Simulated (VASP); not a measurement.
# Ti36H (a cell with a defect) in VASP: notebook, part 2 of 2

VASP 6.6.1. Earlier steps stand in the parts before.

## Step 3: Single point, PBE

File INCAR:

```
PREC     = Accurate       # precision mode
ENCUT    = 520            # plane-wave cutoff, eV
EDIFF    = 1E-7           # SCF threshold, eV
ISMEAR   = 1              # smearing method
SIGMA    = 0.1            # smearing width, eV
LREAL    = Auto         
LASPH    = True           # aspherical terms in the spheres
NELM     = 80             # most SCF steps
ALGO     = Normal         # electronic algorithm
ISIF     = 2              # what is computed and relaxed
LWAVE    = False          # write WAVECAR
LCHARG   = False          # write CHGCAR
GGA      = PE             # functional
NBANDS   = 240            # bands
LUSENCCL = False
```

File KPOINTS:

```
Automatic mesh
0
Gamma
  2 2 2
```

File POSCAR:

```
Ti36H
1.0
    8.8180724700      0.0000000900      0.0000000000
   -4.4090363100      7.6366747300      0.0000000000
    0.0000000000      0.0000000000      9.2970418600
Ti H
36 1
Direct
    0.1116214500      0.2220267700      0.1262850400
    0.2205125900      0.1072430700      0.3731896700
    0.1076991000      0.2199486600      0.6277717200
    0.2227987800      0.1106601400      0.8747525200
    0.1114589600      0.5550640500      0.1251954700
    0.2204391600      0.4466254000      0.3732473000
    0.1111193600      0.5555934200      0.6262335900
    0.2226746900      0.4432576100      0.8747473900
    0.1114750000      0.8887890100      0.1251190300
    0.2220365400      0.7777078300      0.3726265400
    0.1112345300      0.8878852100      0.6261840700
    0.2228394200      0.7769667900      0.8739176800
    0.4444368800      0.2220716200      0.1261359800
    0.5562837800      0.1107963600      0.3746259600
    0.4470269300      0.2197869000      0.6276783500
    0.5556670100      0.1102502000      0.8756778600
    0.4443910600      0.5546478200      0.1261890500
    0.5598857500      0.4465746900      0.3731976300
    0.4469468500      0.5592644400      0.6277021500
    0.5554917100      0.4432603700      0.8746661000
    0.4442819000      0.8882702700      0.1270218800
    0.5562716900      0.7786467300      0.3747306500
    0.4454731200      0.8887925000      0.6283333000
    0.5556829700      0.7765160000      0.8757698700
    0.7781551600      0.2220594100      0.1269285700
    0.8883462600      0.1108080800      0.3747981000
    0.7780398100      0.2214812300      0.6283133600
    0.8895313900      0.1102851900      0.8757107600
    0.7775993600      0.5549527900      0.1251792500
    0.8893797900      0.4449614300      0.3725296200
    0.7791977700      0.5556899000      0.6261366200
    0.8890327100      0.4431909900      0.8739388300
    0.7781002900      0.8884149600      0.1269755400
    0.8894705900      0.7777619900      0.3725051500
    0.7780143300      0.8886270200      0.6283372100
    0.8889893800      0.7768777300      0.8738927300
    0.3336958100      0.3331978000      0.5004612100
```

Potentials or basis: VASP PAW PBE potentials, release 64 (Ti_sv, H).

On the command line:

```sh
$ cat potpaw_PBE.64/Ti_sv/POTCAR potpaw_PBE.64/H/POTCAR > POTCAR
$ mpirun -np 1 vasp_std > vasp.out
```

OUTCAR:

```text
PREC = Accurate
   ENCUT = 520
   EDIFF = 1E-7
   ISMEAR = 1
   LREAL = Auto
   LASPH = True
   NELM = 80
   ISIF = 2
   GGA = PE

 ion  position               nearest neighbor table
   1  0.112  0.222  0.126-   2 2.86   6 2.87  26 2.87  28 2.88   8 2.88   4 2.89
   2  0.221  0.107  0.373-   9 2.85   1 2.86  13 2.86  11 2.89  34 2.91  10 2.91
   3  0.108  0.220  0.628-  28 2.84   8 2.86   4 2.87  26 2.89  27 2.91  35 2.91
   4  0.223  0.111  0.875-  15 2.87   3 2.87  11 2.87   9 2.88  13 2.89   1 2.89
   5  0.111  0.555  0.125-   6 2.84  30 2.86  10 2.86   8 2.88  12 2.89  32 2.89
   6  0.220  0.447  0.373-   5 2.84  17 2.86   1 2.87   7 2.88  30 2.91  10 2.91
   7  0.111  0.556  0.626-  12 2.86  32 2.86   8 2.87   6 2.88  30 2.90  10 2.90
   8  0.223  0.443  0.875-   3 2.86  19 2.87   7 2.87   5 2.88   1 2.88  17 2.89
   9  0.111  0.889  0.125-   2 2.85  10 2.86  34 2.86   4 2.88  36 2.89  12 2.89
  10  0.222  0.778  0.373-  21 2.85   9 2.86   5 2.86  11 2.90   7 2.90   6 2.91   2 2.91
  11  0.111  0.888  0.626-  36 2.86  12 2.86   4 2.87   2 2.89  10 2.90  34 2.90
  12  0.223  0.777  0.874-  23 2.85   7 2.86  11 2.86   5 2.89   9 2.89  21 2.90
  13  0.444  0.222  0.126-   2 2.86  18 2.87  14 2.87  20 2.88  16 2.89   4 2.89
  14  0.556  0.111  0.375-  25 2.86  21 2.86  13 2.87  15 2.88  27 2.90  23 2.90
  15  0.447  0.220  0.628-  16 2.84  20 2.86   4 2.87  14 2.88  27 2.91  23 2.91
[... 2114 lines left out ...]
    228       8.7106     -0.00034
 [bands above 228 left out]

------------------------ aborting loop because EDIFF is reached ----------------------------------------

  FORCE on cell =-STRESS in cart. coord.  units (eV):
  Direction    XX          YY          ZZ          XY          YZ          ZX
  --------------------------------------------------------------------------------------
  -------------------------------------------------------------------------------------
  Total       -1.0626713     -1.0620916      2.3580650     -0.0386448      0.0106997     -0.0083573
  in kB       -2.7194858     -2.7180023      6.0345322     -0.0988961      0.0273817     -0.0213873
  external PRESSURE =       0.1990147 kB  Pullay stress =       0.0000000 kB

 VOLUME and BASIS-vectors are now :
 -----------------------------------------------------------------------------
  energy-cutoff  :      520.00
  volume of cell :      626.07
      direct lattice vectors                 reciprocal lattice vectors
     8.818072470  0.000000090  0.000000000     0.113403467  0.065473524 -0.000000000
    -4.409036310  7.636674730  0.000000000    -0.000000001  0.130947046  0.000000000
     0.000000000  0.000000000  9.297041860     0.000000000 -0.000000000  0.107561095

 POSITION                                       TOTAL-FORCE (eV/Angst)
 -----------------------------------------------------------------------------------
      0.00536      1.69555      1.17408        -0.027017     -0.014544     -0.029608
      1.47166      0.81898      3.46956         0.002336     -0.074495      0.124845
     -0.02006      1.67968      5.83642        -0.066206     -0.038701     -0.125436
      1.47675      0.84508      8.13261         0.004157     -0.016058      0.027943
     -1.46444      4.23884      1.16395        -0.072158      0.038764     -0.091820
     -0.02534      3.41073      3.47010        -0.051961      0.024095      0.127510
[... 29 lines left out ...]
      4.41389      5.93276      8.12462         0.019231     -0.008012      0.021296
      1.47347      2.54452      4.65281         0.000652     -0.001778      0.000357
 -----------------------------------------------------------------------------------
    total drift:                                0.022780     -0.003647     -0.011286

  FREE ENERGIE OF THE ION-ELECTRON SYSTEM (eV)
  ---------------------------------------------------
  free  energy   TOTEN  =      -285.5630766559 eV

  energy  without entropy=     -285.5616114092  energy(sigma->0) =     -285.56258824
```

OSZICAR:

```text
N       E                     dE             d eps       ncg     rms          rms(c)
DAV:   1     0.683104325798E+04    0.68310E+04   -0.21399E+05  3896   0.227E+03
DAV:   2     0.750733225839E+03   -0.60803E+04   -0.60171E+04  3840   0.747E+02
DAV:   3    -0.106256641704E+03   -0.85699E+03   -0.83105E+03  5552   0.238E+02
[... 19 lines left out ...]
DAV:  23    -0.285563075102E+03   -0.22200E-05   -0.92647E-07  4248   0.439E-03    0.140E-03
DAV:  24    -0.285563075647E+03   -0.54486E-06   -0.25377E-07  3128   0.280E-03    0.120E-03
DAV:  25    -0.285563076370E+03   -0.72327E-06   -0.74927E-08  2496   0.166E-03    0.544E-04
DAV:  26    -0.285563076589E+03   -0.21946E-06   -0.36815E-08  2472   0.109E-03    0.356E-04
DAV:  27    -0.285563076656E+03   -0.66666E-07   -0.23502E-08  2416   0.888E-04
   1 F= -.28556308E+03 E0= -.28556259E+03  d E =-.146525E-02
```

stdout:

```text
Offloading initialized ...    1 GPUs detected
 POSCAR found type information on POSCAR TiH
 POSCAR found :  2 types and      37 ions
 scaLAPACK will be used selectively (only on CPU)
 LDA part: xc-table for (Slater+PW92), standard interpolation
 POSCAR, INCAR and KPOINTS ok, starting setup
 FFT: planning ... GRIDC
 FFT: planning ... GRID_SOFT
 FFT: planning ... GRID
 WAVECAR not read
 entering main loop
```

Wall time 7.9 min (1 × NVIDIA H100 80GB with 1 thread of AMD EPYC 7R13 (Zen 3), shared host); peak memory 2.1 GiB.

What came out:

```
Free energy            : -285.5631 eV
Pressure               : 0.0 GPa
Largest force          : 0.149 eV/Å
Band gap on the k mesh : zero (an odd number of electrons rules out a gap without spin polarisation)
```

Forces in eV/Å, atoms in the order of the input:
```
Ti  -0.027 -0.015 -0.030
Ti   0.002 -0.074  0.125
Ti  -0.066 -0.039 -0.125
Ti   0.004 -0.016  0.028
Ti  -0.072  0.039 -0.092
Ti  -0.052  0.024  0.128
Ti  -0.031  0.018  0.002
Ti  -0.017  0.013  0.035
Ti   0.010 -0.076 -0.091
Ti  -0.016 -0.013  0.035
Ti   0.000 -0.040  0.012
Ti  -0.032 -0.007  0.015
Ti   0.029 -0.014 -0.030
Ti   0.030 -0.028 -0.006
Ti   0.055 -0.043 -0.132
Ti   0.063 -0.025  0.093
Ti   0.004  0.030 -0.030
Ti   0.056  0.033  0.134
Ti  -0.002  0.065 -0.120
Ti   0.023  0.020  0.034
Ti   0.023  0.021 -0.031
Ti   0.001  0.029 -0.004
Ti   0.018  0.011 -0.047
Ti   0.004  0.077  0.081
Ti   0.004 -0.026 -0.016
Ti  -0.028 -0.011 -0.002
Ti   0.000 -0.021 -0.036
Ti  -0.077 -0.020  0.089
Ti   0.066  0.043 -0.088
Ti   0.005  0.011  0.037
Ti   0.030  0.015  0.002
Ti  -0.003  0.033  0.023
Ti  -0.024  0.010 -0.026
Ti   0.020 -0.027  0.049
Ti  -0.018  0.011 -0.039
Ti   0.019 -0.008  0.021
H    0.001 -0.002  0.000
```

Caveat: the k points lie up to 0.41 Å⁻¹ apart, too coarse for converged energies and pressures of a metal.

## Step 4: Single point, PBE

INCAR, as its differences from that of step 3:

```diff
@@ -11,4 +11,6 @@
 LWAVE    = False          # write WAVECAR
-LCHARG   = False          # write CHGCAR
+LCHARG   = True           # write CHGCAR
 GGA      = PE             # functional
+LELF     = True           # ELF
+LVHAR    = True         
 NBANDS   = 240            # bands
```

KPOINTS is that of step 3.

File POSCAR:

```
Ti36H
1.0
    8.8180724700      0.0000000900      0.0000000000
   -4.4090363100      7.6366747300      0.0000000000
    0.0000000000      0.0000000000      9.2970418600
Ti H
36 1
Direct
    0.1073794200      0.2201180300      0.1263684000
    0.2207107500      0.1073266300      0.3756929600
    0.1119523600      0.2217810000      0.6272922500
    0.2227361500      0.1106804100      0.8747219500
    0.1109196900      0.5559257500      0.1282218000
    0.2206968600      0.4465174800      0.3756683400
    0.1116232700      0.5546588800      0.6284211500
    0.2227209500      0.4433522300      0.8747525600
    0.1109704800      0.8879139100      0.1281943000
    0.2222019900      0.7776504600      0.3761159700
    0.1116480300      0.8885195600      0.6284428500
    0.2227153900      0.7769647000      0.8753794100
    0.4466384400      0.2202273900      0.1263319900
    0.5564008300      0.1107103800      0.3737646200
    0.4446726700      0.2216988500      0.6272989600
    0.5556718600      0.1103134600      0.8735232400
    0.4466898000      0.5592878700      0.1263716100
    0.5597818500      0.4464136700      0.3756954200
    0.4446167600      0.5544507800      0.6273060000
    0.5554916900      0.4433628600      0.8747131000
    0.4449103300      0.8888420200      0.1259267000
    0.5563969300      0.7787051300      0.3737726400
    0.4446399800      0.8880490900      0.6265986800
    0.5557055800      0.7766185100      0.8735439000
    0.7778554200      0.2217106400      0.1259114800
    0.8883541800      0.1106937500      0.3737905800
    0.7782439600      0.2217121900      0.6265849200
    0.8895506900      0.1103755200      0.8735226700
    0.7789169700      0.5558816700      0.1281978400
    0.8894102400      0.4447265500      0.3760590700
    0.7779718200      0.5547369100      0.6284255800
    0.8890967100      0.4433557200      0.8753611100
    0.7778820200      0.8889489400      0.1259052500
    0.8894796200      0.7777158000      0.3760469400
    0.7782704900      0.8880179700      0.6265859700
    0.8890765200      0.7769445800      0.8753920300
    0.3337172800      0.3333213700      0.2510444500
```

On the command line:

```sh
$ cat potpaw_PBE.64/Ti_sv/POTCAR potpaw_PBE.64/H/POTCAR > POTCAR
$ mpirun -np 1 vasp_std > vasp.out
```

Wall time 11 min (1 × NVIDIA H100 80GB with 1 thread of AMD EPYC 7R13 (Zen 3), shared host); peak memory 2.1 GiB.

The run converged. Its results:

```
Free energy            : -285.5439 eV
Pressure               : 0.0 GPa
Largest force          : 0.151 eV/Å
Band gap on the k mesh : zero (an odd number of electrons rules out a gap without spin polarisation)
```

Forces on the atoms (eV/Å):
```
Ti  -0.062 -0.042 -0.036
Ti   0.003 -0.081  0.029
Ti  -0.024 -0.002 -0.096
Ti   0.007 -0.010  0.087
Ti  -0.038  0.007 -0.143
Ti  -0.070  0.031  0.035
Ti  -0.075  0.025 -0.042
Ti  -0.014  0.010  0.093
Ti   0.014 -0.042 -0.141
Ti  -0.011 -0.011  0.089
Ti   0.013 -0.079 -0.041
Ti  -0.035  0.004  0.097
Ti   0.062 -0.046 -0.030
Ti   0.028 -0.025  0.145
Ti   0.014 -0.013 -0.083
Ti   0.060 -0.033  0.049
Ti   0.006  0.075 -0.039
Ti   0.069  0.033  0.035
Ti   0.002  0.026 -0.085
Ti   0.022  0.020  0.092
Ti   0.017  0.011 -0.094
Ti   0.004  0.038  0.141
Ti   0.018  0.019 -0.106
Ti   0.004  0.072  0.052
Ti   0.008 -0.021 -0.097
Ti  -0.032 -0.018  0.141
Ti   0.002 -0.020 -0.098
Ti  -0.081 -0.024  0.034
Ti   0.045  0.017 -0.143
Ti  -0.005  0.013  0.094
Ti   0.067  0.040 -0.053
Ti  -0.004  0.031  0.105
Ti  -0.012  0.004 -0.086
Ti   0.013 -0.021  0.093
Ti  -0.034  0.025 -0.101
Ti   0.014 -0.009  0.102
H    0.001 -0.003  0.000
```

Stress tensor (GPa, compression positive):
```
-0.23  0.00  0.00
 0.00 -0.22  0.00
 0.00  0.00  0.56
```

Levels at points of the mesh, in eV from the Fermi level:
```tsv
k point	band 215	band 216	band 217	band 218	band 219	band 220
(0.00, 0.00, 0.00)	-0.29	-0.29	-0.05	0.07	0.13	0.13
(0.50, 0.00, 0.00)	-0.11	-0.09	-0.03	-0.01	0.02	0.05
(0.00, 0.50, 0.00)	-0.11	-0.09	-0.03	-0.01	0.02	0.05
(0.50, 0.50, 0.00)	-0.11	-0.09	-0.03	-0.01	0.02	0.05
(0.00, 0.00, 0.50)	-0.05	-0.05	-0.05	-0.05	-0.04	-0.04
(0.50, 0.00, 0.50)	0.02	0.02	0.08	0.10	0.11	0.12
(0.00, 0.50, 0.50)	0.01	0.02	0.08	0.10	0.11	0.12
(0.50, 0.50, 0.50)	0.01	0.02	0.08	0.10	0.11	0.12
```

Caveat: the k points lie up to 0.41 Å⁻¹ apart, too coarse for converged energies and pressures of a metal.

## Step 5: Summary

```tsv
cell	k mesh	gap on the mesh (eV)	pressure (GPa)	largest force (eV/Å)
as given, atomic positions A	1 × 1 × 1	none	-0.9	0.02
as given, atomic positions B	2 × 2 × 2	none	0.0	0.15
as given, atomic positions A	2 × 2 × 2	none	0.0	0.15
```

Alike in all rows: task single point; level PBE; potentials or basis VASP PAW PBE potentials, release 64 (Ti_sv, H); no spin polarisation; cutoff (eV) 520; smearing methfessel-paxton 0.1 eV.

Caveats: all runs use coarse meshes.

Absolute energies hang on the potentials; compare differences alone.
